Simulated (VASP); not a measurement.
# Y2Si2F (I4/mmm) in VASP: further runs

Y2Si2F is run at these levels: PBE; tasks: single point, relaxation of cell and atoms.

All numbers are computed with VASP 6.6.1; they aren't measurements. Logs are shortened: lines on timing, memory, paths and dates and some standing lists are left out, and cuts for length are marked.

### 1 The cell of the first run

The structure is tetragonal, space group I4/mmm (No. 139). Conventional cell: a = 4.169 Å, b = 4.169 Å, c = 9.898 Å, α = 90.00°, β = 90.00°, γ = 90.00°. Within 3.3 Å of Y (site symmetry 4mm) lie 4 Si at 2.40 Å and 1 Y at 2.55 Å and 4 F at 3.21 Å. Si (site symmetry -4m2) has 4 Y at 2.40 Å and 4 Si at 2.95 Å and 4 F at 3.24 Å within 3.3 Å. Within 4.2 Å of F (site symmetry 4/mmm) lie 10 Y at 3.21 to 3.67 Å and 8 Si at 3.24 Å and 4 F at 4.17 Å.

The cell was generated, and may not be a known phase.

### 2 Single point, PBE

Input file INCAR:

```
  PREC = Accurate
  ENCUT = 520
  EDIFF = 1E-6
  ISMEAR = 0
  SIGMA = 0.1
  LREAL = False
  LASPH = True
  NELM = 60
  ALGO = Normal
  ISIF = 2
  LWAVE = False
  LCHARG = False
  GGA = PE
  NBANDS = 26
```

Input file KPOINTS:

```
regular mesh
0
Gamma
  6 6 6
```

Input file POSCAR:

```
Y2Si2F
1.0
   -2.0844858900      2.0844858900      4.9490397500
    2.0844858900     -2.0844858900      4.9490397500
    2.0844858900      2.0844858900     -4.9490397500
Y Si F
2 2 1
Direct
    0.3709999900      0.3709999900      0.0000000000
    0.6290000100      0.6290000100      0.0000000000
    0.7500000000      0.2500000000      0.5000000000
    0.2500000000      0.7500000000      0.5000000000
    0.0000000000      0.0000000000      0.0000000000
```

Potentials or basis: VASP PAW PBE potentials, release 64 (Y_sv, Si, F).

Command:

```console
> cat potpaw_PBE.64/Y_sv/POTCAR potpaw_PBE.64/Si/POTCAR potpaw_PBE.64/F/POTCAR > POTCAR
> mpirun -np 1 vasp_std > vasp.out
```

OUTCAR:

```text
PREC = Accurate
   ENCUT = 520
   EDIFF = 1E-6
   ISMEAR = 0
   LREAL = False
   LASPH = True
   NELM = 60
   ISIF = 2
   GGA = PE

 ion  position               nearest neighbor table
   1  0.371  0.371  0.000-   3 2.40   4 2.40   4 2.40   3 2.40   2 2.55   2 3.80   2 3.80   2 3.80
                             2 3.80
   2  0.629  0.629  0.000-   4 2.40   3 2.40   3 2.40   4 2.40   1 2.55   1 3.80   1 3.80   1 3.80
                             1 3.80
   3  0.750  0.250  0.500-   1 2.40   2 2.40   1 2.40   2 2.40   4 2.95   4 2.95   4 2.95   4 2.95

   4  0.250  0.750  0.500-   1 2.40   2 2.40   1 2.40   2 2.40   3 2.95   3 2.95   3 2.95   3 2.95

   5  0.000  0.000  0.000-

  LATTYP: Found a body centered tetragonal cell.
 ALAT       =     4.1689717800
 C/A-ratio  =     2.3742255938

  Lattice vectors:

 A1 = (  -2.0844858900,   2.0844858900,   4.9490397500)
 A2 = (   2.0844858900,  -2.0844858900,   4.9490397500)
 A3 = (   2.0844858900,   2.0844858900,  -4.9490397500)

Analysis of symmetry for initial positions (statically):
=====================================================================
 Subroutine PRICEL returns:
 Original cell was already a primitive cell.

 Routine SETGRP: Setting up the symmetry group for a
 body centered tetragonal supercell.

 Subroutine GETGRP returns: Found 16 space group operations
 (whereof 16 operations were pure point group operations)
 out of a pool of 16 trial point group operations.

The static configuration has the point symmetry D_4h.

Analysis of symmetry for dynamics (positions and initial velocities):
=====================================================================
 Subroutine PRICEL returns:
 Original cell was already a primitive cell.

 Routine SETGRP: Setting up the symmetry group for a
 body centered tetragonal supercell.

 Subroutine GETGRP returns: Found 16 space group operations
 (whereof 16 operations were pure point group operations)
 out of a pool of 16 trial point group operations.

The dynamic configuration has the point symmetry D_4h.

 Subroutine INISYM returns: Found 16 space group operations
 (whereof 16 operations are pure point group operations),
 and found     1 'primitive' translations

----------------------------------------------------------------------------------------

[... 97 lines left out ...]
   NELM   =     60;   NELMIN=  2; NELMDL= -5     # of ELM steps
   EDIFF  = 0.1E-05   stopping-criterion for ELM
   LREAL  =      F    real-space projection
   EDIFFG = 0.1E-04   stopping-criterion for IOM
   NSW    =      0    number of steps for IOM
   IBRION =     -1    ionic relax: 0-MD 1-quasi-New 2-CG
   NFREE  =      0    steps in history (QN), initial steepest desc. (CG)
   ISIF   =      2    stress and relaxation
   ISYM   =      2    0-nonsym 1-usesym 2-fastsym
   POTIM  = 0.5000    time-step for ionic-motion
   TEBEG  =    0.0;   TEEND  =   0.0 temperature during run
   PSTRESS=    0.0 pullay stress
   NELECT =      37.0000    total number of electrons
   NUPDOWN=      -1.0000    fix difference up-down
   EMIN   =  10.00;   EMAX   =-10.00  energy-range for DOS
   EFERMI =   0.00;   METHOD = LEGACY
   ISMEAR =     0;   SIGMA  =   0.10  broadening in eV -4-tet -1-fermi 0-gaus
   EFERMI_NEDOS =   21; number of points for ismear=-14 and -15
   IALGO  =     38    algorithm
   IMIX   =      4    mixing-type and parameters
     AMIX     =   0.40;   BMIX     =  1.00
     AMIX_MAG =   1.60;   BMIX_MAG =  1.00
  volume/ion in A,a.u.               =      17.20       116.09
  Fermi-wavevector in a.u.,A,eV,Ry     =   1.235803  2.335328 20.778929  1.527208
  Thomas-Fermi vector in A             =   2.370437
   LORBIT       =      0    0 simple, 1 ext, 2 COOP (PROOUT), +10 PAW based schemes
   GGA     = PE    functional components
   LHFCALC =     F    Hartree Fock is set to
   AEXX    =    0.0000 exact exchange contribution
   IVDW    =     0    specifies the selected vdW correction
   LEPSILON=     F    determine dielectric tensor
   LRPA    =     F    only Hartree local field effects (RPA)
 non-spin polarized calculation
 Gauss-broadening in eV      SIGMA  =   0.10
  energy-cutoff  :      520.00
  volume of cell :       86.02
 maximum number of plane-waves:      2330
 NGX is ok and might be reduce to    48
   NGX = 21   NGY = 21   NGZ = 21

 number of electron      36.9999998 magnetization

 Free energy of the ion-electron system (eV)
  ---------------------------------------------------
  ext. energy  EPLUGINS =         0.00000000
  ---------------------------------------------------
  free energy    TOTEN  =       -22.03620599 eV

  energy without entropy =      -22.02503567  energy(sigma->0) =      -22.03062083

 E-fermi :   5.3378     XC(G=0): -10.5161

 val. band max:        5.3347391714   @ k =   0.3333   0.1667   0.1667
 cond. band min:       5.3939768417   @ k =  -0.1667  -0.3333   0.1667
 fundamental gap:      0.0592376703
 Fermi energy:         5.3378043750

 k-point     1 :       0.0000    0.0000    0.0000
  band No.  band energies     occupation
      1     -36.8534      2.00000
      2     -36.4009      2.00000
      3     -18.4435      2.00000
      4     -16.8893      2.00000
      5     -16.8893      2.00000
      6     -16.7290      2.00000
[... 685 lines left out ...]
     25       9.9858      0.00000
     26      11.2859      0.00000

 [... further k-points ...]

------------------------ aborting loop because EDIFF is reached ----------------------------------------

  FORCE on cell =-STRESS in cart. coord.  units (eV):
  Direction    XX          YY          ZZ          XY          YZ          ZX
  --------------------------------------------------------------------------------------
  -------------------------------------------------------------------------------------
  Total       15.5636347     15.5636347     25.4440794      0.0000000     -0.0000000     -0.0000000
  in kB      289.8963581    289.8963581    473.9346619      0.0000000     -0.0000000     -0.0000000
  external PRESSURE =     351.2424593 kB  Pullay stress =       0.0000000 kB

 VOLUME and BASIS-vectors are now :
 -----------------------------------------------------------------------------
  energy-cutoff  :      520.00
  volume of cell :       86.02
      direct lattice vectors                 reciprocal lattice vectors
    -2.084485890  2.084485890  4.949039750     0.000000000  0.239867299  0.101029700
     2.084485890 -2.084485890  4.949039750     0.239867299  0.000000000  0.101029700
     2.084485890  2.084485890 -4.949039750     0.239867299  0.239867299  0.000000000

 POSITION                                       TOTAL-FORCE (eV/Angst)
 -----------------------------------------------------------------------------------
      0.00000      0.00000      3.67219        -0.000000     -0.000000      2.146583
      0.00000      0.00000      6.22589         0.000000      0.000000     -2.146583
      0.00000      2.08449      2.47452         0.000000      0.000000     -0.000000
      2.08449      0.00000      2.47452         0.000000      0.000000     -0.000000
      0.00000      0.00000      0.00000         0.000000      0.000000     -0.000000
 -----------------------------------------------------------------------------------
    total drift:                                0.000000      0.000000     -0.000000

  FREE ENERGIE OF THE ION-ELECTRON SYSTEM (eV)
  ---------------------------------------------------
  free  energy   TOTEN  =       -22.0362059937 eV

  energy  without entropy=      -22.0250356681  energy(sigma->0) =      -22.03062083
```

It took 96 s on 1 thread of Intel Xeon 6975P-C (Granite Rapids), shared host; peak memory 0.37 GiB.

What came out:

```yaml
Free_energy: -22.0362 eV
Pressure: 35.1 GPa
Largest_force: 2.147 eV/Å
Band_gap_on_the_k_mesh: zero (an odd number of electrons rules out a gap without spin polarisation)
```

Forces in eV/Å, atoms in the order of the input:
```
Y    0.000  0.000  2.147
Y    0.000  0.000 -2.147
Si   0.000  0.000  0.000
Si   0.000  0.000  0.000
F    0.000  0.000  0.000
```

Stress tensor (GPa, compression positive):
```
28.99  0.00  0.00
 0.00 28.99  0.00
 0.00  0.00 47.39
```

Levels at points of the mesh, in eV from the Fermi level:
```
           k point  band 17  band 18  band 19  band 20  band 21  band 22
(0.00, 0.00, 0.00)    -2.17    -1.20     0.68     0.68     0.77     0.85
(0.50, 0.00, 0.00)    -1.45    -1.39    -0.03     0.91     1.09     1.50
(0.50, 0.50, 0.00)     1.01     1.09     1.11     1.16     1.44     1.44
(0.50, 0.50, 0.50)    -2.95    -1.32     0.79     1.24     2.48     2.48
```

Caveat: the stress differs along the axes, from 29 to 47 GPa; an odd number of electrons without spin polarisation forces a metal; a magnetic or distorted state may lie lower.

### 3 Single point, PBE

This run uses another cell than the first one, of 20.21 Å³/atom.

Input file INCAR:

```
PREC = Accurate
ENCUT = 520
EDIFF = 1E-7
ISMEAR = 0
SIGMA = 0.1
LREAL = F
LASPH = T
NELM = 100
ALGO = Normal
ISIF = 2
LWAVE = F
LCHARG = F
GGA = PE
NBANDS = 26
```

Input file KPOINTS:

```
Automatic mesh
0
Gamma
  6 6 6
```

Input file POSCAR:

```
Y2Si2F
1.0
   -1.7765341418      1.7765341418      8.0040396798
    1.7765341418     -1.7765341418      8.0040396798
    1.7765341418      1.7765341418     -8.0040396798
Y Si F
2 2 1
Direct
    0.3906208629      0.3906208629      0.0000000000
    0.6093791371      0.6093791371      0.0000000000
    0.7500000000      0.2500000000      0.5000000000
    0.2500000000      0.7500000000      0.5000000000
    0.0000000000      0.0000000000      0.0000000000
```

Potentials or basis: VASP PAW PBE potentials, release 64 (Y_sv, Si, F).

Command:

```console
> cat potpaw_PBE.64/Y_sv/POTCAR potpaw_PBE.64/Si/POTCAR potpaw_PBE.64/F/POTCAR > POTCAR
> mpirun -np 1 vasp_std > vasp.out
```

Wall time 6 min (1 thread of Intel Xeon 6975P-C (Granite Rapids), shared host); peak memory 0.61 GiB.

It converged, with:

```
Free energy            : -29.9240 eV
Pressure               : -0.1 GPa
Largest force          : 0.019 eV/Å
Band gap on the k mesh : zero (an odd number of electrons rules out a gap without spin polarisation)
```

Forces in eV/Å, atoms in the order of the input:
```
Y    0.000  0.000 -0.019
Y    0.000  0.000  0.019
Si   0.000  0.000  0.000
Si   0.000  0.000  0.000
F    0.000  0.000  0.000
```

Stress tensor (GPa, compression positive):
```
-0.03  0.00  0.00
 0.00 -0.03  0.00
 0.00  0.00 -0.11
```

Levels at points of the mesh, in eV from the Fermi level:
| k point | band 15 | band 16 | band 17 | band 18 | band 19 | band 20 | band 21 | band 22 | band 23 | band 24 |
| --- | --- | --- | --- | --- | --- | --- | --- | --- | --- | --- |
| (0.00, 0.00, 0.00) | -2.04 | -2.03 | -2.03 | -1.95 | -1.01 | -0.18 | 0.23 | 2.16 | 2.16 | 2.31 |
| (0.50, 0.00, 0.00) | -2.41 | -2.34 | -0.24 | -0.23 | 0.14 | 0.24 | 0.86 | 1.57 | 2.41 | 2.71 |
| (0.50, 0.50, 0.00) | -5.48 | -5.35 | -1.42 | -1.35 | -0.58 | 0.21 | 1.25 | 2.31 | 3.03 | 3.35 |
| (0.50, 0.50, 0.50) | -2.13 | -2.04 | -2.04 | -0.79 | -0.78 | -0.66 | 0.09 | 1.87 | 2.58 | 2.58 |

Caveat: an odd number of electrons without spin polarisation forces a metal; a magnetic or distorted state may lie lower.

### 4 Relaxation of cell and atoms, PBE

Input file INCAR:

```
SYSTEM = Y2Si2F
  ALGO = Normal
  EDIFF = 1E-6
  EDIFFG = -0.04
  ENCUT = 600
  GGA = PE
  IBRION = 2
  ISIF = 3
  ISMEAR = 0
  LASPH = .TRUE.
  LCHARG = .FALSE.
  LREAL = .FALSE.
  LWAVE = .FALSE.
  NELM = 80
  NSW = 90
  PREC = Accurate
  SIGMA = 0.1
```

Input file KPOINTS:

```
k-points
0
G
  6 6 6
  0 0 0
```

Input file POSCAR:

```
Y2Si2F
1.0
   -2.0844858900      2.0844858900      4.9490397500
    2.0844858900     -2.0844858900      4.9490397500
    2.0844858900      2.0844858900     -4.9490397500
Y Si F
2 2 1
Direct
    0.3709999900      0.3709999900      0.0000000000
    0.6290000100      0.6290000100      0.0000000000
    0.7500000000      0.2500000000      0.5000000000
    0.2500000000      0.7500000000      0.5000000000
    0.0000000000      0.0000000000      0.0000000000
```

Command:

```console
> cat potpaw_PBE.64/Y_sv/POTCAR potpaw_PBE.64/Si/POTCAR potpaw_PBE.64/F/POTCAR > POTCAR
> mpirun -np 1 vasp_std > vasp.out
```

Run time: 24 min. Hardware: 1 thread of Intel Xeon 6975P-C (Granite Rapids), shared host; peak memory 0.46 GiB.

It converged, with:

```yaml
Free_energy: -29.3477 eV
Relaxed_volume: 19.59 Å³/atom
Relaxed_cell: a = 7.849 Å, b = 7.849 Å, c = 7.849 Å, α = 153.23°, β = 153.23°, γ = 38.22°
Space_group_after_relaxing_to_0.1_Å: I4/mmm (No. 139)
Energy_gained_by_relaxing: 1461.9 meV/atom
Ionic_steps: 22
Pressure_after_relaxing: 0.0 GPa
Largest_force_after_relaxing: 0.018 eV/Å
Band_gap_on_the_k_mesh: zero (an odd number of electrons rules out a gap without spin polarisation)
```

Forces in eV/Å, atoms in the order of the input:
```
Y    0.000  0.000 -0.018
Y    0.000  0.000  0.018
Si   0.000  0.000  0.000
Si   0.000  0.000  0.000
F    0.000  0.000  0.000
```

Stress tensor (GPa, compression positive):
```
-0.03  0.00  0.00
 0.00 -0.03  0.00
 0.00  0.00  0.05
```

Step by step:
```csv
step,energy change (eV),largest force (eV/Å),pressure (GPa),volume (Å³)
1,0.0000,2.1464,35.12,86.02
2,-3.4377,2.1430,-4.90,141.71
3,-3.6148,1.5828,-0.52,126.04
4,-3.6169,1.7280,-1.65,129.47
5,-5.1351,0.3004,-3.95,136.56
6,-5.4814,0.7701,-6.99,141.61
7,-5.4989,0.7465,-5.98,140.27
8,-6.1875,2.2658,-0.07,119.86
9,-6.2348,2.8537,2.24,114.61
10,-6.8429,2.1715,0.15,108.74
11,-6.4657,1.5451,-0.68,90.78
12,-7.1693,0.6618,-2.25,102.44
13,-7.1727,0.5768,-2.38,101.87
14,-7.2755,0.4805,0.68,97.15
15,-7.2821,0.4288,1.78,95.63
16,-7.3038,0.1274,0.06,96.77
17,-7.3038,0.1154,0.11,96.75
18,-7.3072,0.0734,0.27,96.96
19,-7.3081,0.0393,0.42,97.13
20,-7.3091,0.0692,-0.10,97.87
21,-7.3091,0.0678,-0.08,97.85
22,-7.3094,0.0175,0.00,97.93
```

Final structure:
```
Y Si F
1.0
    -1.81683    1.81683    7.41665
     1.81683   -1.81683    7.41665
     1.81683    1.81683   -7.41665
Y Si F
2 2 1
Direct
  0.39367 0.39367 0.00000
  0.60633 0.60633 0.00000
  0.75000 0.25000 0.50000
  0.25000 0.75000 0.50000
  0.00000 0.00000 0.00000
```

Levels at points of the mesh, in eV from the Fermi level:
| k point | band 15 | band 16 | band 17 | band 18 | band 19 | band 20 | band 21 | band 22 |
| --- | --- | --- | --- | --- | --- | --- | --- | --- |
| (0.00, 0.00, 0.00) | -2.50 | -2.17 | -2.17 | -1.60 | -1.25 | -0.10 | 0.76 | 1.71 |
| (0.50, 0.00, 0.00) | -2.33 | -2.22 | -0.36 | -0.25 | -0.18 | -0.05 | 0.81 | 1.69 |
| (0.50, 0.50, 0.00) | -5.30 | -5.07 | -1.49 | -1.30 | -0.41 | 0.73 | 1.50 | 2.10 |
| (0.50, 0.50, 0.50) | -2.63 | -2.23 | -2.23 | -0.88 | -0.75 | -0.22 | 0.76 | 1.89 |

Caveat: a cell axis changed by over 15 % at a fixed basis, so the end point is rough; an odd number of electrons without spin polarisation forces a metal; a magnetic or distorted state may lie lower.

### 5 Single point, PBE

This run uses another cell than the first one, of 20.36 Å³/atom.

Input file INCAR:

```
SYSTEM = Y2Si2F
PREC = Accurate ; ENCUT = 520
EDIFF = 1E-6 ; ISMEAR = 0
SIGMA = 0.1 ; LREAL = .False.
LASPH = .True. ; NELM = 80
ALGO = Normal ; ISIF = 2
LWAVE = .False. ; LCHARG = .True.
GGA = PE ; LELF = .True.
LVHAR = .True. ; NBANDS = 26
```

Input file KPOINTS:

```
Automatic mesh
0
Gamma
  14 14 14
  0 0 0
```

Input file POSCAR:

```
Y2Si2F
1.0
   -1.7863690917      1.7863690917      7.9735185763
    1.7863690917     -1.7863690917      7.9735185763
    1.7863690917      1.7863690917     -7.9735185763
Y Si F
2 2 1
Direct
    0.3902699120      0.3902699120      0.0000000000
    0.6097300880      0.6097300880      0.0000000000
    0.7500000000      0.2500000000      0.5000000000
    0.2500000000      0.7500000000      0.5000000000
    0.0000000000      0.0000000000      0.0000000000
```

Command:

```console
> cat potpaw_PBE.64/Y_sv/POTCAR potpaw_PBE.64/Si/POTCAR potpaw_PBE.64/F/POTCAR > POTCAR
> mpirun -np 1 vasp_std > vasp.out
```

It took 44 min on 1 thread of Intel Xeon 6975P-C (Granite Rapids), shared host; peak memory 1 GiB.

It converged, with:

| Item | Value |
| --- | --- |
| Free energy | -29.9299 eV |
| Pressure | -0.1 GPa |
| Largest force | 0.006 eV/Å |
| Band gap on the k mesh | zero (an odd number of electrons rules out a gap without spin polarisation) |

Forces on the atoms (eV/Å):
```
Y    0.000  0.000 -0.006
Y    0.000  0.000  0.006
Si   0.000  0.000  0.000
Si   0.000  0.000  0.000
F    0.000  0.000  0.000
```

Levels at points of the mesh, in eV from the Fermi level:
```tsv
k point	band 16	band 17	band 18	band 19	band 20	band 21	band 22	band 23
(0.00, 0.00, 0.00)	-1.99	-1.99	-1.87	-0.98	-0.14	0.33	2.16	2.16
(0.50, 0.00, 0.00)	-2.27	-0.20	-0.17	0.15	0.25	0.90	1.60	2.42
(0.50, 0.50, 0.00)	-5.23	-1.37	-1.31	-0.50	0.30	1.32	2.35	3.02
(0.50, 0.50, 0.50)	-2.01	-2.01	-0.76	-0.69	-0.61	0.19	1.92	2.59
```

Caveat: an odd number of electrons without spin polarisation forces a metal; a magnetic or distorted state may lie lower.

### 6 Summary

| task | cell | k mesh | cutoff (eV) | gap on the mesh (eV) | pressure (GPa) | largest force (eV/Å) |
| --- | --- | --- | --- | --- | --- | --- |
| single point | a = 5.760 Å, angles 137.6, 137.6, 61.6°, 5 atoms, atomic positions A | 6 × 6 × 6 | 520 | none | 35.1 | 2.15 |
| single point | a = 8.389 Å, angles 155.5, 155.5, 34.9°, 5 atoms, atomic positions B | 6 × 6 × 6 | 520 | none | -0.1 | 0.02 |
| relaxation of cell and atoms | relaxed from a = 5.760 Å, angles 137.6, 137.6, 61.6°, 5 atoms, atomic positions A | 6 × 6 × 6 | 600 | none | 0.0 | 0.02 |
| single point | a = 8.364 Å, angles 155.3, 155.3, 35.2°, 5 atoms, atomic positions C | 14 × 14 × 14 | 520 | none | -0.1 | 0.01 |

Alike in all rows: level PBE; potentials or basis VASP PAW PBE potentials, release 64 (Y_sv, Si, F); no spin polarisation; smearing gaussian 0.1 eV.

Caveats: an odd number of electrons without spin polarisation forces a metal; a magnetic or distorted state may lie lower; the stress differs along the axes, from 29 to 47 GPa (at least some runs); a cell axis changed by over 15 % at a fixed basis, so the end point is rough (at least some runs).

Total energies depend on the potentials used, so only differences within one code and one set of settings carry meaning.

The gap in the log of VASP goes by the Fermi energy; the results here count the filled bands.